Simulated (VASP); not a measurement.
# LaAgS2 (P4/nmm) in VASP: further runs, part 2 of 2

VASP 6.6.1. The steps go on from the part before.

### 4 Single point, PBE

INCAR

```
SYSTEM = LaAgS2
PREC = Accurate
ENCUT = 520
EDIFF = 1E-6
ISMEAR = 0
SIGMA = 0.1649
LREAL = .False.
LASPH = .True.
NELM = 60
ALGO = Normal
ISIF = 2
LWAVE = .False.
LCHARG = .False.
GGA = PE
NBANDS = 44
```

KPOINTS

```
Automatic mesh
0
Gamma
  5 5 2
  0 0 0
```

POSCAR

```
LaAgS2
1.0
    4.5270520428      0.0000000000      0.0000000000
    0.0000000000      4.5270520428      0.0000000000
    0.0000000000      0.0000000000      9.0519687696
Ag La S
2 2 4
Direct
    0.7500000000      0.2500000000      0.0000000000
    0.2500000000      0.7500000000      0.0000000000
    0.2500000000      0.2500000000      0.6780922291
    0.7500000000      0.7500000000      0.3219077709
    0.2500000000      0.2500000000      0.1630708819
    0.7500000000      0.7500000000      0.8369291181
    0.7500000000      0.2500000000      0.5000000000
    0.2500000000      0.7500000000      0.5000000000
```

Potentials or basis: VASP PAW PBE potentials, release 64 (Ag, La, S).

Run with:

```sh
$ cat potpaw_PBE.64/Ag/POTCAR potpaw_PBE.64/La/POTCAR potpaw_PBE.64/S/POTCAR > POTCAR
$ mpirun -np 1 vasp_std > vasp.out
```

OUTCAR:

```text
SYSTEM = LaAgS2
   PREC = Accurate
   ENCUT = 520
   EDIFF = 1E-6
   ISMEAR = 0
   LREAL = .False.
   LASPH = .True.
   NELM = 60
   ISIF = 2
   GGA = PE

 ion  position               nearest neighbor table
   1  0.750  0.250  0.000-   5 2.70   6 2.70   6 2.70   5 2.70   2 3.20   2 3.20   2 3.20   2 3.20

   2  0.250  0.750  0.000-   5 2.70   6 2.70   5 2.70   6 2.70   1 3.20   1 3.20   1 3.20   1 3.20

   3  0.250  0.250  0.678-   7 2.78   8 2.78   8 2.78   7 2.78
   4  0.750  0.750  0.322-   7 2.78   8 2.78   7 2.78   8 2.78
   5  0.250  0.250  0.163-   1 2.70   2 2.70   2 2.70   1 2.70
   6  0.750  0.750  0.837-   1 2.70   2 2.70   1 2.70   2 2.70
   7  0.750  0.250  0.500-   3 2.78   4 2.78   4 2.78   3 2.78
   8  0.250  0.750  0.500-   3 2.78   4 2.78   3 2.78   4 2.78

  LATTYP: Found a simple tetragonal cell.
 ALAT       =     4.5270520428
 C/A-ratio  =     1.9995283209

  Lattice vectors:

 A1 = (   4.5270520428,   0.0000000000,   0.0000000000)
 A2 = (   0.0000000000,   4.5270520428,   0.0000000000)
 A3 = (   0.0000000000,   0.0000000000,   9.0519687696)

Analysis of symmetry for initial positions (statically):
=====================================================================
 Subroutine PRICEL returns:
 Original cell was already a primitive cell.

 Routine SETGRP: Setting up the symmetry group for a
 simple tetragonal supercell.

 Subroutine GETGRP returns: Found 16 space group operations
 (whereof  4 operations were pure point group operations)
 out of a pool of 16 trial point group operations.

The static configuration has the point symmetry C_2h.
 The point group associated with its full space group is D_4h.

Analysis of symmetry for dynamics (positions and initial velocities):
=====================================================================
 Subroutine PRICEL returns:
 Original cell was already a primitive cell.

 Routine SETGRP: Setting up the symmetry group for a
 simple tetragonal supercell.

 Subroutine GETGRP returns: Found 16 space group operations
 (whereof  4 operations were pure point group operations)
 out of a pool of 16 trial point group operations.

The dynamic configuration has the point symmetry C_2h.
 The point group associated with its full space group is D_4h.

 Subroutine INISYM returns: Found 16 space group operations
 (whereof  4 operations are pure point group operations),
 and found     1 'primitive' translations

----------------------------------------------------------------------------------------

                                     Primitive cell

  volume of cell :     185.5129

  direct lattice vectors                    reciprocal lattice vectors
     4.527052043  0.000000000  0.000000000     0.220894302  0.000000000  0.000000000
     0.000000000  4.527052043  0.000000000     0.000000000  0.220894302  0.000000000
     0.000000000  0.000000000  9.051968770     0.000000000  0.000000000  0.110473205

  length of vectors
     4.527052043  4.527052043  9.051968770     0.220894302  0.220894302  0.110473205

  position of ions in fractional coordinates (direct lattice)
[... 51 lines left out ...]
  0.200000  0.200000  0.000000      4.000000
  0.400000  0.200000  0.000000      8.000000
  0.400000  0.400000  0.000000      4.000000
  0.000000  0.000000  0.500000      1.000000
  0.200000  0.000000  0.500000      4.000000
  0.400000  0.000000  0.500000      4.000000
  0.200000  0.200000  0.500000      4.000000
  0.400000  0.200000  0.500000      8.000000
  0.400000  0.400000  0.500000      4.000000
   k-points           NKPTS =     12   k-points in BZ     NKDIM =     12   number of bands    NBANDS=     44
   number of dos      NEDOS =    301   number of ions     NIONS =      8
   total plane-waves  NPLWV =  90720
   dimension x,y,z NGX =    36 NGY =   36 NGZ =   70
   dimension x,y,z NGXF=    72 NGYF=   72 NGZF=  140
   ions per type =               2   2   4
   NGX,Y,Z   is equivalent  to a cutoff of  13.22, 13.22, 12.86 a.u.
   NGXF,Y,Z  is equivalent  to a cutoff of  26.44, 26.44, 25.71 a.u.
 SYSTEM =  LaAgS2
   PREC   = accura    normal or accurate (medium, high low for compatibility)
   ISTART =      0    job   : 0-new  1-cont  2-samecut
   ICHARG =      2    charge: 1-file 2-atom 10-const
   ISPIN  =      1    spin polarized calculation?
   LNONCOLLINEAR =      F non collinear calculations
   LSORBIT =      F    spin-orbit coupling
   LASPH  =      T    aspherical Exc in radial PAW
   ENCUT  =  520.0 eV  38.22 Ry    6.18 a.u.   8.42  8.42 16.83*2*pi/ulx,y,z
   NELM   =     60;   NELMIN=  2; NELMDL= -5     # of ELM steps
   EDIFF  = 0.1E-05   stopping-criterion for ELM
   LREAL  =      F    real-space projection
   EDIFFG = 0.1E-04   stopping-criterion for IOM
   NSW    =      0    number of steps for IOM
   IBRION =     -1    ionic relax: 0-MD 1-quasi-New 2-CG
   NFREE  =      0    steps in history (QN), initial steepest desc. (CG)
   ISIF   =      2    stress and relaxation
   ISYM   =      2    0-nonsym 1-usesym 2-fastsym
   POTIM  = 0.5000    time-step for ionic-motion
   TEBEG  =    0.0;   TEEND  =   0.0 temperature during run
   PSTRESS=    0.0 pullay stress
   NELECT =      68.0000    total number of electrons
   NUPDOWN=      -1.0000    fix difference up-down
   EMIN   =  10.00;   EMAX   =-10.00  energy-range for DOS
   EFERMI =   0.00;   METHOD = LEGACY
   ISMEAR =     0;   SIGMA  =   0.16  broadening in eV -4-tet -1-fermi 0-gaus
   EFERMI_NEDOS =   21; number of points for ismear=-14 and -15
   IALGO  =     38    algorithm
   IMIX   =      4    mixing-type and parameters
     AMIX     =   0.40;   BMIX     =  1.00
     AMIX_MAG =   1.60;   BMIX_MAG =  1.00
  volume/ion in A,a.u.               =      23.19       156.49
  Fermi-wavevector in a.u.,A,eV,Ry     =   1.171619  2.214039 18.676601  1.372691
  Thomas-Fermi vector in A             =   2.308060
   LORBIT       =      0    0 simple, 1 ext, 2 COOP (PROOUT), +10 PAW based schemes
   GGA     = PE    functional components
   LHFCALC =     F    Hartree Fock is set to
   AEXX    =    0.0000 exact exchange contribution
   IVDW    =     0    specifies the selected vdW correction
   LEPSILON=     F    determine dielectric tensor
   LRPA    =     F    only Hartree local field effects (RPA)
 non-spin polarized calculation
 Gauss-broadening in eV      SIGMA  =   0.16
  energy-cutoff  :      520.00
  volume of cell :      185.51
 maximum number of plane-waves:      5013
 NGX is ok and might be reduce to    36
   NGX = 17   NGY = 17   NGZ = 33

 number of electron      67.9999993 magnetization

 Free energy of the ion-electron system (eV)
  ---------------------------------------------------
  ext. energy  EPLUGINS =         0.00000000
  ---------------------------------------------------
  free energy    TOTEN  =       -41.47084482 eV

  energy without entropy =      -41.47084479  energy(sigma->0) =      -41.47084481

 E-fermi :   6.7882     XC(G=0): -10.0426

 val. band max:        6.2007820272   @ k =   0.0000   0.0000   0.0000
 cond. band min:       7.3537285319   @ k =   0.0000   0.0000   0.0000
 fundamental gap:      1.1529465047
 Fermi energy:         6.7882199463

 k-point     1 :       0.0000    0.0000    0.0000
  band No.  band energies     occupation
      1     -25.8094      2.00000
      2     -25.7871      2.00000
      3     -10.1550      2.00000
      4      -9.5913      2.00000
      5      -9.5779      2.00000
      6      -9.5779      2.00000
[... 553 lines left out ...]
     43       9.1097      0.00000
     44       9.1696      0.00000

------------------------ aborting loop because EDIFF is reached ----------------------------------------

  FORCE on cell =-STRESS in cart. coord.  units (eV):
  Direction    XX          YY          ZZ          XY          YZ          ZX
  --------------------------------------------------------------------------------------
  -------------------------------------------------------------------------------------
  Total       -0.1487022     -0.1487022     -0.1735965     -0.0000000     -0.0000000      0.0000000
  in kB       -1.2842627     -1.2842627     -1.4992615     -0.0000000     -0.0000000      0.0000000
  external PRESSURE =      -1.3559290 kB  Pullay stress =       0.0000000 kB

 VOLUME and BASIS-vectors are now :
 -----------------------------------------------------------------------------
  energy-cutoff  :      520.00
  volume of cell :      185.51
      direct lattice vectors                 reciprocal lattice vectors
     4.527052043  0.000000000  0.000000000     0.220894302  0.000000000  0.000000000
     0.000000000  4.527052043  0.000000000     0.000000000  0.220894302  0.000000000
     0.000000000  0.000000000  9.051968770     0.000000000  0.000000000  0.110473205

 POSITION                                       TOTAL-FORCE (eV/Angst)
 -----------------------------------------------------------------------------------
      3.39529      1.13176      0.00000         0.000000      0.000000     -0.000000
      1.13176      3.39529      0.00000         0.000000     -0.000000     -0.000000
      1.13176      1.13176      6.13807        -0.000000     -0.000000     -0.018824
      3.39529      3.39529      2.91390         0.000000      0.000000      0.018824
      1.13176      1.13176      1.47611        -0.000000      0.000000     -0.007332
      3.39529      3.39529      7.57586        -0.000000      0.000000      0.007332
      3.39529      1.13176      4.52598        -0.000000     -0.000000      0.000000
      1.13176      3.39529      4.52598        -0.000000     -0.000000      0.000000
 -----------------------------------------------------------------------------------
    total drift:                                0.000000      0.000000      0.000000

  FREE ENERGIE OF THE ION-ELECTRON SYSTEM (eV)
  ---------------------------------------------------
  free  energy   TOTEN  =       -41.4708448204 eV

  energy  without entropy=      -41.4708447906  energy(sigma->0) =      -41.47084481
```

It took 89 s on 1 thread of Intel Xeon Platinum 8488C (Sapphire Rapids), shared host; peak memory 0.34 GiB.

What came out:

```
Free energy            : -41.4708 eV
Pressure               : -0.1 GPa
Largest force          : 0.019 eV/Å
Band gap on the k mesh : 1.15 eV
```

Forces in eV/Å, atoms in the order of the input:
```
Ag   0.000  0.000  0.000
Ag   0.000  0.000  0.000
La   0.000  0.000 -0.019
La   0.000  0.000  0.019
S    0.000  0.000 -0.007
S    0.000  0.000  0.007
S    0.000  0.000  0.000
S    0.000  0.000  0.000
```

Levels at points of the mesh, in eV from the valence-band top:
```csv
k point,band 31,band 32,band 33,band 34,band 35,band 36,band 37,band 38
"(0.00, 0.00, 0.00)",-0.81,-0.04,0.00,0.00,1.15,1.68,2.03,2.35
"(0.00, 0.00, 0.50)",-0.50,-0.50,-0.22,-0.22,1.61,1.81,2.16,2.33
```

Caveat: spin-orbit coupling is left out, which moves the levels of the heavy elements. A k mesh can miss the band edges.

### 5 Single point, PBE

This run uses another cell than the first one, of 24.25 Å³/atom.

INCAR

```
PREC = Accurate
ENCUT = 520
EDIFF = 1E-7
ISMEAR = -5
SIGMA = 0.1
LREAL = False
LASPH = True
NELM = 100
ALGO = Normal
ISIF = 2
LWAVE = False
LCHARG = True
GGA = PE
LELF = True
LVHAR = True
NBANDS = 44
```

KPOINTS

```
Automatic mesh
0
Gamma
  5 5 2
```

POSCAR

```
LaAgS2
1.0
    3.9351413881      0.0000000000      0.0000000000
    0.0000000000      3.9351413881      0.0000000000
    0.0000000000      0.0000000000     12.5293414598
Ag La S
2 2 4
Direct
    0.7500000000      0.2500000000      0.0000000000
    0.2500000000      0.7500000000      0.0000000000
    0.2500000000      0.2500000000      0.6811822857
    0.7500000000      0.7500000000      0.3188177143
    0.2500000000      0.2500000000      0.2478184543
    0.7500000000      0.7500000000      0.7521815457
    0.7500000000      0.2500000000      0.5000000000
    0.2500000000      0.7500000000      0.5000000000
```

Run with:

```sh
$ cat potpaw_PBE.64/Ag/POTCAR potpaw_PBE.64/La/POTCAR potpaw_PBE.64/S/POTCAR > POTCAR
$ mpirun -np 1 vasp_std > vasp.out
```

It took 2.8 min on 1 thread of Intel Xeon Platinum 8488C (Sapphire Rapids), shared host; peak memory 0.34 GiB.

The run converged. Its results:

| Quantity | Value |
| --- | --- |
| Free energy | -40.3137 eV |
| Pressure | -0.1 GPa |
| Largest force | 0.016 eV/Å |
| Band gap on the k mesh | zero (bands 34 and 35 overlap by 1.64 eV) |

Forces in eV/Å, atoms in the order of the input:
```
Ag   0.000  0.000  0.000
Ag   0.000  0.000  0.000
La   0.000  0.000 -0.016
La   0.000  0.000  0.016
S    0.000  0.000  0.005
S    0.000  0.000 -0.005
S    0.000  0.000  0.000
S    0.000  0.000  0.000
```

Levels at points of the mesh, in eV from the Fermi level:
| k point | band 30 | band 31 | band 32 | band 33 | band 34 | band 35 | band 36 | band 37 | band 38 | band 39 |
| --- | --- | --- | --- | --- | --- | --- | --- | --- | --- | --- |
| (0.00, 0.00, 0.00) | -1.81 | -1.76 | -1.76 | -1.45 | 0.23 | 0.80 | 0.80 | 1.19 | 1.92 | 2.28 |
| (0.00, 0.00, 0.50) | -1.81 | -1.73 | -1.73 | -1.09 | 0.21 | 0.80 | 0.80 | 1.20 | 1.78 | 2.11 |

Caveat: spin-orbit coupling is left out, which moves the levels of the heavy elements; tetrahedron occupations give inexact forces and stress in metals.

### 6 The runs side by side

| cell | smearing | gap on the mesh (eV) | pressure (GPa) | largest force (eV/Å) |
| --- | --- | --- | --- | --- |
| a = 4.527, b = 4.527, c = 9.052 Å, 8 atoms, atomic positions A | gaussian 0.1649 eV | 1.15 | -0.1 | 0.02 |
| a = 4.527, b = 4.527, c = 9.050 Å, 8 atoms, atomic positions B | gaussian 0.05 eV | 1.15 | -0.1 | 0.02 |
| a = 3.935, b = 3.935, c = 12.529 Å, 8 atoms, atomic positions C | tetrahedron | none | -0.1 | 0.02 |

Alike in all rows: task single point; level PBE; potentials or basis VASP PAW PBE potentials, release 64 (Ag, La, S); no spin polarisation; k mesh 5 × 5 × 2; cutoff (eV) 520.

Caveats: spin-orbit coupling is left out, which moves the levels of the heavy elements; tetrahedron occupations give inexact forces and stress in metals (at least some runs).

Total energies depend on the potentials used, so only differences within one code and one set of settings carry meaning.
